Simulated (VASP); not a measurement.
# Hf (P-1) in VASP: electric field gradients with PBE

Aim: the electric field gradients of Hf with PBE.

Everything below comes from runs of VASP 6.6.1. Logs are shortened: lines on timing, memory, paths and dates and some standing lists are left out, and cuts for length are marked.

### Step 1. The cell of the first run

The typed cell holds 2 atoms: a = 3.205 Å, b = 3.205 Å, c = 5.064 Å, α = 90.00°, β = 90.00°, γ = 120.00°.

### Step 2. Electric field gradients, PBE (atom 2 (Hf) moved by [0.11547, 0.11547, 0.11547] A)

INCAR reads:

```
SYSTEM = Hf
PREC     = Accurate       ! precision mode
ENCUT    = 400            ! plane-wave cutoff, eV
EDIFF    = 1E-8           ! SCF threshold, eV
ISMEAR   = -1             ! smearing method
SIGMA    = 0.05           ! smearing width, eV
LREAL    = .FALSE.        ! projectors in reciprocal space
LASPH    = .TRUE.         ! aspherical terms in the spheres
NELM     = 120            ! most SCF steps
ALGO     = Normal         ! electronic algorithm
ISIF     = 2              ! what is computed and relaxed
LWAVE    = .FALSE.        ! write WAVECAR
LCHARG   = .FALSE.        ! write CHGCAR
GGA      = PE             ! functional
LEFG     = .TRUE.       
NBANDS   = 17             ! bands
GGA_COMPAT= .FALSE.
```

KPOINTS reads:

```
Automatic mesh
0
G
  14 14 8
  0 0 0
```

POSCAR reads:

```
Hf
1.0
    3.2052794892      0.0000000000      0.0000000000
   -1.6026397446      2.7758534639      0.0000000000
    0.0000000000      0.0000000000      5.0644648307
Hf
2
Direct
    0.3333333333      0.6666666667      0.2500000000
    0.7234906148      0.3749313505      0.7728000399
```

Potentials or basis: VASP PAW PBE potentials, release 64 (Hf_pv).

Command:

```console
cat potpaw_PBE.64/Hf_pv/POTCAR > POTCAR
mpirun -np 1 vasp_std > vasp.out
```

OUTCAR:

```text
SYSTEM = Hf
   PREC = Accurate
   ENCUT = 400
   EDIFF = 1E-8
   ISMEAR = -1
   LREAL = .FALSE.
   LASPH = .TRUE.
   NELM = 120
   ISIF = 2
   GGA = PE

 ion  position               nearest neighbor table
   1  0.333  0.667  0.250-   2 2.95   2 3.07   2 3.12   2 3.14   2 3.26   2 3.30
   2  0.723  0.375  0.773-   1 2.95   1 3.07   1 3.12   1 3.14   1 3.26   1 3.30

  LATTYP: Found a hexagonal cell.
 ALAT       =     3.2052794892
 C/A-ratio  =     1.5800384484

  Lattice vectors:

 A1 = (   3.2052794892,   0.0000000000,   0.0000000000)
 A2 = (  -1.6026397446,   2.7758534639,   0.0000000000)
 A3 = (   0.0000000000,   0.0000000000,   5.0644648307)

Analysis of symmetry for initial positions (statically):
=====================================================================
 Subroutine PRICEL returns:
 Original cell was already a primitive cell.

 Routine SETGRP: Setting up the symmetry group for a
 hexagonal supercell.

 Subroutine GETGRP returns: Found  2 space group operations
 (whereof  1 operations were pure point group operations)
 out of a pool of 24 trial point group operations.

The static configuration has the point symmetry C_1 .
 The point group associated with its full space group is S_2 .

Analysis of symmetry for dynamics (positions and initial velocities):
=====================================================================
 Subroutine PRICEL returns:
 Original cell was already a primitive cell.

 Routine SETGRP: Setting up the symmetry group for a
 hexagonal supercell.

 Subroutine GETGRP returns: Found  2 space group operations
 (whereof  1 operations were pure point group operations)
 out of a pool of 24 trial point group operations.

The dynamic configuration has the point symmetry C_1 .
 The point group associated with its full space group is S_2 .

 Subroutine INISYM returns: Found  2 space group operations
 (whereof  1 operations are pure point group operations),
 and found     1 'primitive' translations

----------------------------------------------------------------------------------------

                                     Primitive cell

  volume of cell :      45.0605

[... 124 lines left out ...]
   NGX = 11   NGY = 11   NGZ = 17

 number of electron      20.0000003 magnetization

 Free energy of the ion-electron system (eV)
  ---------------------------------------------------
  ext. energy  EPLUGINS =         0.00000000
  ---------------------------------------------------
  free energy    TOTEN  =       -19.80123485 eV

  energy without entropy =      -19.78789110  energy(sigma->0) =      -19.79456298

 E-fermi :   4.8510     XC(G=0): -11.2450

 val. band max:        4.8508468150   @ k =   0.0714   0.1429  -0.3750
 cond. band min:       4.8575086368   @ k =  -0.2143   0.0714  -0.3750
 fundamental gap:      0.0066618218
 Fermi energy:         4.8509883333

 k-point     1 :       0.0000    0.0000    0.0000
  band No.  band energies     occupation
      1     -26.2372      2.00000
      2     -25.5119      2.00000
      3     -25.4627      2.00000
      4     -25.3786      2.00000
      5     -25.3513      2.00000
      6     -25.3305      2.00000
[... 457 lines left out ...]
      4     -25.4527      2.00000
      5     -25.3625      2.00000
      6     -25.3459      2.00000
[... 9 lines left out ...]
     16       7.5891      0.00000
     17      10.7050      0.00000

 [... further k-points ...]

------------------------ aborting loop because EDIFF is reached ----------------------------------------

  FORCE on cell =-STRESS in cart. coord.  units (eV):
  Direction    XX          YY          ZZ          XY          YZ          ZX
  --------------------------------------------------------------------------------------
  -------------------------------------------------------------------------------------
  Total        0.2050562     -0.4444343      0.2323456      0.3619663      0.1474637      0.1785969
  in kB        7.2910081    -15.8023686      8.2613107     12.8701249      5.2432395      6.3502144
  external PRESSURE =      -0.0833499 kB  Pullay stress =       0.0000000 kB

 VOLUME and BASIS-vectors are now :
 -----------------------------------------------------------------------------
  energy-cutoff  :      400.00
  volume of cell :       45.06
      direct lattice vectors                 reciprocal lattice vectors
     3.205279489  0.000000000  0.000000000     0.311985274  0.180124782  0.000000000
    -1.602639745  2.775853464  0.000000000     0.000000000  0.360249564  0.000000000
     0.000000000  0.000000000  5.064464831     0.000000000  0.000000000  0.197454229

 POSITION                                       TOTAL-FORCE (eV/Angst)
 -----------------------------------------------------------------------------------
     -0.00000      1.85057      1.26612         0.268852      0.245867      0.471615
      1.71811      1.04075      3.91382        -0.268852     -0.245867     -0.471615
 -----------------------------------------------------------------------------------
    total drift:                               -0.000002     -0.000000      0.000010

  FREE ENERGIE OF THE ION-ELECTRON SYSTEM (eV)
  ---------------------------------------------------
  free  energy   TOTEN  =       -19.8012348544 eV

  energy  without entropy=      -19.7878910991  energy(sigma->0) =      -19.79456298

 Electric field gradients (V/A^2)
---------------------------------------------------------------------
 ion       V_xx      V_yy      V_zz      V_xy      V_xz      V_yz
---------------------------------------------------------------------
   1     -35.881   -50.649    86.529     5.165     7.429     5.881
   2     -35.881   -50.649    86.530     5.164     7.429     5.881
---------------------------------------------------------------------

 Electric field gradients after diagonalization (V/A^2)
 (convention: |V_zz| > |V_xx| > |V_yy|)
----------------------------------------------------------------------
 ion       V_xx      V_yy      V_zz     asymmetry (V_yy - V_xx)/ V_zz
----------------------------------------------------------------------
   1     -52.360   -34.896    87.256       0.200
   2     -52.361   -34.896    87.257       0.200
----------------------------------------------------------------------

           NMR quadrupolar parameters

 Cq : quadrupolar parameter    Cq=e*Q*V_zz/h
 eta: asymmetry parameters     (V_yy - V_xx)/ V_zz
 Q  : nuclear electric quadrupole moment in mb (millibarn)
----------------------------------------------------------------------
 ion       Cq(MHz)       eta       Q (mb)
----------------------------------------------------------------------
   1       0.211       0.200       1.000
   2       0.211       0.200       1.000
----------------------------------------------------------------------
```

OSZICAR:

```text
N       E                     dE             d eps       ncg     rms          rms(c)
DAV:   1     0.439506387800E+02    0.43951E+02   -0.99649E+03 27000   0.918E+02
DAV:   2    -0.188759717491E+02   -0.62827E+02   -0.61234E+02 35077   0.221E+02
DAV:   3    -0.205239021264E+02   -0.16479E+01   -0.16367E+01 34074   0.251E+01
DAV:   4    -0.205373552343E+02   -0.13453E-01   -0.13446E-01 35009   0.279E+00
DAV:   5    -0.205374986167E+02   -0.14338E-03   -0.14336E-03 34699   0.250E-01    0.649E+01
DAV:   6    -0.199927587111E+02    0.54474E+00   -0.57464E-01 31470   0.478E+00    0.381E+01
DAV:   7    -0.198105595665E+02    0.18220E+00   -0.83640E-01 33192   0.561E+00    0.205E+00
DAV:   8    -0.198024391742E+02    0.81204E-02   -0.28258E-02 32618   0.115E+00    0.739E-01
DAV:   9    -0.198012393169E+02    0.11999E-02   -0.70455E-03 34004   0.543E-01    0.286E-01
DAV:  10    -0.198012290709E+02    0.10246E-04   -0.13975E-04 33739   0.832E-02    0.132E-01
DAV:  11    -0.198012345636E+02   -0.54927E-05   -0.99014E-06 35014   0.230E-02    0.168E-02
DAV:  12    -0.198012349547E+02   -0.39107E-06   -0.78950E-07 32132   0.552E-03    0.754E-03
DAV:  13    -0.198012348978E+02    0.56903E-07   -0.48767E-08 34189   0.163E-03    0.262E-03
DAV:  14    -0.198012348475E+02    0.50280E-07   -0.48655E-09 19478   0.514E-04    0.320E-04
DAV:  15    -0.198012348583E+02   -0.10767E-07   -0.62903E-10 17264   0.193E-04    0.114E-04
DAV:  16    -0.198012348544E+02    0.39117E-08   -0.84708E-11 16303   0.713E-05
   1 F= -.19801235E+02 E0= -.19794563E+02  d E =-.133438E-01
```

stdout:

```text
POSCAR found type information on POSCAR Hf
 POSCAR found :  1 types and       2 ions
 scaLAPACK will be used
 LDA part: xc-table for (Slater+PW92), standard interpolation
 POSCAR, INCAR and KPOINTS ok, starting setup
 FFT: planning ... GRIDC
 FFT: planning ... GRID_SOFT
 FFT: planning ... GRID
 WAVECAR not read
 entering main loop
ion   1
     0.0000654     0.0273404    -0.0004440    -1.3863168     0.0072412     0.0054668
     0.0000901     0.0273404    -0.0004440    -1.3863168     0.0072412     0.0054668
     0.0001241     0.0273404    -0.0004440    -1.3863167     0.0072412     0.0054668
     0.0001709     0.0273404    -0.0004440    -1.3863166     0.0072412     0.0054668

     0.0000654    -4.5297167    -5.3385268   -68.4369704    -6.7442056    -6.5581044
     0.0000901    -4.5247444    -5.3356558   -68.4043917    -6.7405227    -6.5521796
     0.0001241    -4.5169620    -5.3312354   -68.3539668    -6.7348527    -6.5429296
     0.0001709    -4.5048324    -5.3244580   -68.2762422    -6.7261601    -6.5285486

ion   2
     0.0000654     0.0273404    -0.0004440    -1.3863168     0.0072412     0.0054668
     0.0000901     0.0273404    -0.0004440    -1.3863168     0.0072412     0.0054668
     0.0001241     0.0273404    -0.0004440    -1.3863167     0.0072412     0.0054668
     0.0001709     0.0273404    -0.0004440    -1.3863166     0.0072412     0.0054668

     0.0000654    -4.5297167    -5.3385268   -68.4369704    -6.7442056    -6.5581044
     0.0000901    -4.5247444    -5.3356558   -68.4043917    -6.7405227    -6.5521796
     0.0001241    -4.5169620    -5.3312354   -68.3539668    -6.7348527    -6.5429296
     0.0001709    -4.5048324    -5.3244580   -68.2762422    -6.7261601    -6.5285486
```

It took 9.2 min on 1 thread of Intel Xeon 8259CL, shared host; peak memory 0.44 GiB.

Results:

- Free energy: -19.8012 eV
- Pressure: 0.0 GPa
- Largest force: 0.596 eV/Å
- Band gap on the k mesh: zero (bands 10 and 11 overlap by 1.52 eV)
- Largest electric field gradient by atom: Hf +87.3 V/Å²

Forces in eV/Å, atoms in the order of the input:
```
Hf   0.269  0.246  0.472
Hf  -0.269 -0.246 -0.472
```

Levels at points of the mesh, in eV from the Fermi level:
| k point | band 7 | band 8 | band 9 | band 10 | band 11 | band 12 | band 13 | band 14 |
| --- | --- | --- | --- | --- | --- | --- | --- | --- |
| (0.00, 0.00, 0.00) | -7.33 | -3.67 | 0.53 | 1.09 | 1.27 | 1.43 | 1.80 | 2.10 |
| (0.50, 0.00, 0.00) | -3.09 | -2.77 | -1.87 | -0.88 | 0.33 | 0.88 | 1.52 | 5.71 |
| (0.00, 0.50, 0.00) | -3.48 | -2.73 | -2.33 | -0.72 | 0.74 | 1.28 | 1.90 | 5.95 |
| (0.50, 0.50, 0.00) | -3.38 | -2.72 | -2.22 | -0.76 | 0.82 | 1.02 | 1.73 | 5.87 |
| (0.00, 0.00, 0.50) | -5.47 | -5.26 | -0.29 | 0.62 | 0.97 | 1.01 | 1.13 | 1.23 |
| (0.50, 0.00, 0.50) | -3.48 | -3.43 | -1.08 | -0.70 | 1.13 | 1.20 | 2.38 | 3.00 |
| (0.00, 0.50, 0.50) | -3.30 | -3.26 | -1.22 | -0.91 | 1.09 | 1.29 | 2.39 | 3.02 |
| (0.50, 0.50, 0.50) | -3.36 | -3.31 | -1.19 | -0.87 | 1.09 | 1.23 | 2.48 | 3.06 |

Electric field gradients, principal values (V/Å²):
```csv
atom,least,middle,greatest (by size)
1 Hf,-34.896,-52.360,87.256
2 Hf,-34.896,-52.361,87.257
```

Caveat: the cell differs from its parent crystal (atom 2 (Hf) moved by [0.11547, 0.11547, 0.11547] A); without QUAD_EFG the Cq values of the log hold for a quadrupole moment of 1 mb, not for the nuclei; spin-orbit coupling is left out, which moves the levels of the heavy elements.
